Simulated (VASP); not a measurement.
# H in VASP: a series of runs

The runs below take H through single point, with LDA.

Everything below comes from runs of VASP 6.6.1. Logs are shortened: lines on timing, memory, paths and dates and some standing lists are left out, and cuts for length are marked.

## Step 1: The cell of the first run

The cell holds an amorphous packing of atoms, 16 atoms: a = 6.000 Å, b = 6.000 Å, c = 6.000 Å, α = 90.00°, β = 90.00°, γ = 90.00°.

## Step 2: Single point, LDA

Input file INCAR:

```
SYSTEM = H
  PREC = Accurate
  ENCUT = 520
  EDIFF = 1E-6
  ISMEAR = -1
  SIGMA = 0.05
  LREAL = Auto
  LASPH = .True.
  NELM = 100
  ALGO = Normal
  ISIF = 2
  LWAVE = .False.
  LCHARG = .True.
  LELF = .True.
  LVHAR = .True.
  NBANDS = 22
```

Input file KPOINTS:

```
regular mesh
0
Gamma
  1 1 1
  0 0 0
```

Input file POSCAR:

```
H
1.0
    6.0000000000      0.0000000000      0.0000000000
    0.0000000000      6.0000000000      0.0000000000
    0.0000000000      0.0000000000      6.0000000000
H
16
Direct
    0.3920666667     -0.0105833333      0.2452833333
    0.2787833333      0.0207500000      0.1995333333
    0.6811666667      1.1506166667      0.6262000000
    0.7301000000      1.1146666667      0.5100166667
    0.4343333333      1.2420000000      0.8974666667
    0.4315333333      1.1406500000      0.8285000000
    0.7102166667      0.4838500000      0.6958333333
    0.6956166667      0.5836666667      0.7710333333
    0.8595166667      0.8409166667      0.1630666667
    0.7566500000      0.8000833333      0.2318000000
    0.5611000000      0.3862833333      0.2070500000
    0.4812333333      0.3625166667      0.2979500000
   -0.0997833333      0.1771166667      0.9820833333
   -0.1870166667      0.2569500000      1.0461833333
    0.1882500000      0.4288833333      0.5429666667
    0.1487833333      0.3404666667      0.4581833333
```

Potentials or basis: VASP PAW LDA potentials, release 64 (H).

Launch:

```bash
$ cat potpaw_LDA.64/H/POTCAR > POTCAR
$ mpirun -np 1 vasp_gam > vasp.out
```

OUTCAR:

```text
SYSTEM = H
   PREC = Accurate
   ENCUT = 520
   EDIFF = 1E-6
   ISMEAR = -1
   LREAL = Auto
   LASPH = .True.
   NELM = 100
   ISIF = 2

 ion  position               nearest neighbor table
   1  0.392  0.989  0.245-   2 0.76
   2  0.279  0.021  0.200-   1 0.76
   3  0.681  0.151  0.626-   4 0.79
   4  0.730  0.115  0.510-   3 0.79
   5  0.434  0.242  0.897-   6 0.74
   6  0.432  0.141  0.828-   5 0.74
[... 8 lines left out ...]
  15  0.188  0.429  0.543-  16 0.77
  16  0.149  0.340  0.458-  15 0.77

  LATTYP: Found a simple cubic cell.
 ALAT       =     6.0000000000

  Lattice vectors:

 A1 = (   6.0000000000,   0.0000000000,   0.0000000000)
 A2 = (   0.0000000000,   6.0000000000,   0.0000000000)
 A3 = (   0.0000000000,   0.0000000000,   6.0000000000)

Analysis of symmetry for initial positions (statically):
=====================================================================
 Subroutine PRICEL returns:
 Original cell was already a primitive cell.

 Routine SETGRP: Setting up the symmetry group for a
 simple cubic supercell.

 Subroutine GETGRP returns: Found  1 space group operations
 (whereof  1 operations were pure point group operations)
 out of a pool of 48 trial point group operations.

The static configuration has the point symmetry C_1 .

Analysis of symmetry for dynamics (positions and initial velocities):
=====================================================================
 Subroutine PRICEL returns:
 Original cell was already a primitive cell.

 Routine SETGRP: Setting up the symmetry group for a
 simple cubic supercell.

 Subroutine GETGRP returns: Found  1 space group operations
 (whereof  1 operations were pure point group operations)
 out of a pool of 48 trial point group operations.

The dynamic configuration has the point symmetry C_1 .

 Subroutine INISYM returns: Found  1 space group operations
 (whereof  1 operations are pure point group operations),
 and found     1 'primitive' translations

----------------------------------------------------------------------------------------

                                     Primitive cell

  volume of cell :     216.0000

[... 91 lines left out ...]
   NELM   =    100;   NELMIN=  2; NELMDL= -5     # of ELM steps
   EDIFF  = 0.1E-05   stopping-criterion for ELM
   LREAL  =      T    real-space projection
   EDIFFG = 0.1E-04   stopping-criterion for IOM
   NSW    =      0    number of steps for IOM
   IBRION =     -1    ionic relax: 0-MD 1-quasi-New 2-CG
   NFREE  =      0    steps in history (QN), initial steepest desc. (CG)
   ISIF   =      2    stress and relaxation
   ISYM   =      2    0-nonsym 1-usesym 2-fastsym
   POTIM  = 0.5000    time-step for ionic-motion
   TEBEG  =    0.0;   TEEND  =   0.0 temperature during run
   PSTRESS=    0.0 pullay stress
   NELECT =      16.0000    total number of electrons
   NUPDOWN=      -1.0000    fix difference up-down
   EMIN   =  10.00;   EMAX   =-10.00  energy-range for DOS
   EFERMI =   0.00;   METHOD = LEGACY
   ISMEAR =    -1;   SIGMA  =   0.05  broadening in eV -4-tet -1-fermi 0-gaus
   EFERMI_NEDOS =   21; number of points for ismear=-14 and -15
   IALGO  =     38    algorithm
   IMIX   =      4    mixing-type and parameters
     AMIX     =   0.40;   BMIX     =  1.00
     AMIX_MAG =   1.60;   BMIX_MAG =  1.00
  volume/ion in A,a.u.               =      13.50        91.10
  Fermi-wavevector in a.u.,A,eV,Ry     =   0.687538  1.299259  6.431596  0.472709
  Thomas-Fermi vector in A             =   1.768082
   LORBIT       =      0    0 simple, 1 ext, 2 COOP (PROOUT), +10 PAW based schemes
   GGA     = CA    functional components
   LHFCALC =     F    Hartree Fock is set to
   AEXX    =    0.0000 exact exchange contribution
   IVDW    =     0    specifies the selected vdW correction
   LEPSILON=     F    determine dielectric tensor
   LRPA    =     F    only Hartree local field effects (RPA)
 non-spin polarized calculation
  energy-cutoff  :      520.00
  volume of cell :      216.00
 maximum number of plane-waves:      2872
 NGX is ok and might be reduce to    48
   NGX = 23   NGY = 23   NGZ = 23

 number of electron      16.0000001 magnetization

 Free energy of the ion-electron system (eV)
  ---------------------------------------------------
  ext. energy  EPLUGINS =         0.00000000
  ---------------------------------------------------
  free energy    TOTEN  =       -53.79473419 eV

  energy without entropy =      -53.79473419  energy(sigma->0) =      -53.79473419

 E-fermi :  -6.8895     XC(G=0):  -5.2728

 val. band max:       -8.1109517299   @ k =   0.0000   0.0000   0.0000
 cond. band min:       0.2401998119   @ k =   0.0000   0.0000   0.0000
 fundamental gap:      8.3511515418
 Fermi energy:        -6.8895478737

 k-point     1 :       0.0000    0.0000    0.0000
  band No.  band energies     occupation
      1     -11.0494      2.00000
      2      -9.2982      2.00000
      3      -9.1607      2.00000
      4      -8.9614      2.00000
      5      -8.6999      2.00000
      6      -8.4379      2.00000
[... 12 lines left out ...]
     19       3.9574      0.00000
     20       4.4550      0.00000
 [bands above 20 left out]

------------------------ aborting loop because EDIFF is reached ----------------------------------------

  FORCE on cell =-STRESS in cart. coord.  units (eV):
  Direction    XX          YY          ZZ          XY          YZ          ZX
  --------------------------------------------------------------------------------------
  -------------------------------------------------------------------------------------
  Total        0.0118506      0.8011543      0.2235964      0.5186463     -0.0522605      0.0540978
  in kB        0.0879019      5.9425521      1.6585232      3.8470525     -0.3876416      0.4012698
  external PRESSURE =       2.5629924 kB  Pullay stress =       0.0000000 kB

 VOLUME and BASIS-vectors are now :
 -----------------------------------------------------------------------------
  energy-cutoff  :      520.00
  volume of cell :      216.00
      direct lattice vectors                 reciprocal lattice vectors
     6.000000000  0.000000000  0.000000000     0.166666667  0.000000000  0.000000000
     0.000000000  6.000000000  0.000000000     0.000000000  0.166666667  0.000000000
     0.000000000  0.000000000  6.000000000     0.000000000  0.000000000  0.166666667

 POSITION                                       TOTAL-FORCE (eV/Angst)
 -----------------------------------------------------------------------------------
      2.35240      5.93650      1.47170         0.192898     -0.051680      0.145799
      1.67270      0.12450      1.19720        -0.276704      0.063439     -0.087393
      4.08700      0.90370      3.75720         0.165552     -0.163093     -0.495894
      4.38060      0.68800      3.06010        -0.214711      0.130905      0.372964
      2.60600      1.45200      5.38480         0.017524      0.945120      0.625695
      2.58920      0.84390      4.97100        -0.040800     -0.880445     -0.649795
[... 8 lines left out ...]
      1.12950      2.57330      3.25780        -0.044647     -0.105636     -0.045975
      0.89270      2.04280      2.74910         0.029358      0.051839      0.082339
 -----------------------------------------------------------------------------------
    total drift:                               -0.000676      0.000446     -0.000160

  FREE ENERGIE OF THE ION-ELECTRON SYSTEM (eV)
  ---------------------------------------------------
  free  energy   TOTEN  =       -53.7947341852 eV

  energy  without entropy=      -53.7947341852  energy(sigma->0) =      -53.79473419
```

OSZICAR:

```text
N       E                     dE             d eps       ncg     rms          rms(c)
DAV:   1     0.291663276437E+02    0.29166E+02   -0.57062E+03    44   0.525E+02
DAV:   2    -0.507323566832E+02   -0.79899E+02   -0.76091E+02    50   0.112E+02
DAV:   3    -0.585725117689E+02   -0.78402E+01   -0.78051E+01    64   0.374E+01
DAV:   4    -0.586350374121E+02   -0.62526E-01   -0.62515E-01    44   0.400E+00
DAV:   5    -0.586354253675E+02   -0.38796E-03   -0.38794E-03    56   0.318E-01    0.123E+01
DAV:   6    -0.552950076758E+02    0.33404E+01   -0.13139E+00    50   0.438E+00    0.662E+00
DAV:   7    -0.537684125739E+02    0.15266E+01   -0.25165E+00    50   0.628E+00    0.738E-01
DAV:   8    -0.537974225494E+02   -0.29010E-01   -0.53709E-02    44   0.102E+00    0.393E-01
DAV:   9    -0.537930843260E+02    0.43382E-02   -0.95750E-03    56   0.410E-01    0.104E-01
DAV:  10    -0.537940632293E+02   -0.97890E-03   -0.40887E-04    50   0.882E-02    0.325E-02
DAV:  11    -0.537946897448E+02   -0.62652E-03   -0.17468E-04    50   0.508E-02    0.149E-02
DAV:  12    -0.537947228467E+02   -0.33102E-04   -0.12771E-05    50   0.185E-02    0.604E-03
DAV:  13    -0.537947337121E+02   -0.10865E-04   -0.78692E-06    50   0.132E-02    0.246E-03
DAV:  14    -0.537947341852E+02   -0.47317E-06   -0.13079E-06    56   0.544E-03
   1 F= -.53794734E+02 E0= -.53794734E+02  d E =-.630734E-10
```

It took 5.9 s on 1 thread of Intel Xeon 6975P-C (Granite Rapids), shared host; peak memory 0.21 GiB.

What came out:

```
Free energy            : -53.7947 eV
Pressure               : 0.3 GPa
Largest force          : 1.141 eV/Å
Band gap on the k mesh : 8.35 eV
```

Forces in eV/Å, atoms in the order of the input:
```
H    0.193 -0.052  0.146
H   -0.277  0.063 -0.087
H    0.166 -0.163 -0.496
H   -0.215  0.131  0.373
H    0.018  0.945  0.626
H   -0.041 -0.880 -0.650
H    0.061 -0.294 -0.212
H   -0.041  0.313  0.274
H   -0.415 -0.170  0.262
H    0.368  0.079 -0.207
H    0.742  0.229 -0.801
H   -0.605 -0.187  0.753
H   -0.696  0.698  0.527
H    0.757 -0.658 -0.543
H   -0.045 -0.106 -0.046
H    0.029  0.052  0.082
```

Stress tensor (GPa, compression positive):
```
 0.01  0.38  0.04
 0.38  0.59 -0.04
 0.04 -0.04  0.17
```

Caveat: the k points lie up to 1.05 Å⁻¹ apart.

## Step 3: Single point, LDA

Input file INCAR:

```
PREC = Accurate ; ENCUT = 520
EDIFF = 1E-6 ; ISMEAR = -1
SIGMA = 0.05 ; LREAL = Auto
LASPH = T ; NELM = 60
ALGO = Normal ; ISIF = 2
LWAVE = F ; LCHARG = F
NBANDS = 22
```

Input file KPOINTS:

```
regular mesh
0
Gamma
  1 1 1
```

Input file POSCAR:

```
H
1.0
    6.0000000000      0.0000000000      0.0000000000
    0.0000000000      6.0000000000      0.0000000000
    0.0000000000      0.0000000000      6.0000000000
H
16
Direct
    0.3406166667      0.0550000000      0.2959666667
    0.2570000000     -0.0472166667      0.2788500000
    0.6465000000      1.0924333333      0.6290333333
    0.6419166667      1.1675000000      0.5283333333
    0.3344666667      1.2913666667      0.8655833333
    0.3363333333      1.1742333333      0.8782833333
    0.7306333333      0.6279333333      0.6799833333
    0.6866666667      0.5213166667      0.7481500000
    0.8877000000      0.6579666667      0.0712500000
    0.8692166667      0.7363166667      0.1743333333
    0.5691666667      0.3553500000      0.3012500000
    0.6408166667      0.3761166667      0.2012166667
   -0.0255166667      0.1996833333      0.9412666667
   -0.0547666667      0.2623333333      1.0480666667
    0.1641500000      0.5370833333      0.5394333333
    0.1301500000      0.4260833333      0.4968666667
```

Potentials or basis: VASP PAW LDA potentials, release 64 (H).

Launch:

```bash
$ cat potpaw_LDA.64/H/POTCAR > POTCAR
$ mpirun -np 1 vasp_gam > vasp.out
```

Run time: 4.5 s. Hardware: 1 thread of Intel Xeon 6975P-C (Granite Rapids), shared host; peak memory 0.2 GiB.

The run converged. Its results:

```yaml
Free_energy: -53.6989 eV
Pressure: 0.4 GPa
Largest_force: 2.332 eV/Å
Band_gap_on_the_k_mesh: 8.38 eV
```

Forces on the atoms (eV/Å):
```
H   -0.551 -0.685 -0.140
H    0.525  0.687  0.080
H    0.010 -0.270  0.385
H    0.025  0.181 -0.331
H    0.044  2.315 -0.280
H    0.133 -2.267  0.254
H   -0.379 -0.922  0.616
H    0.360  0.888 -0.542
H   -0.072  0.380  0.467
H    0.112 -0.340 -0.424
H   -0.438 -0.096  0.500
H    0.401  0.131 -0.603
H   -0.051 -0.010 -0.083
H   -0.116  0.025  0.112
H    0.237  0.764  0.285
H   -0.238 -0.781 -0.295
```

Stress tensor (GPa, compression positive):
```
 0.00 -0.31 -0.20
-0.31  1.06 -0.04
-0.20 -0.04  0.26
```

Levels at points of the mesh, in eV from the valence-band top:
```
           k point  band 5  band 6  band 7  band 8  band 9  band 10  band 11  band 12
(0.00, 0.00, 0.00)   -0.71   -0.44   -0.13    0.00    8.38     8.89     9.52     9.69
```

Caveat: the k points lie up to 1.05 Å⁻¹ apart.

(Continued in part 2 of 2.)
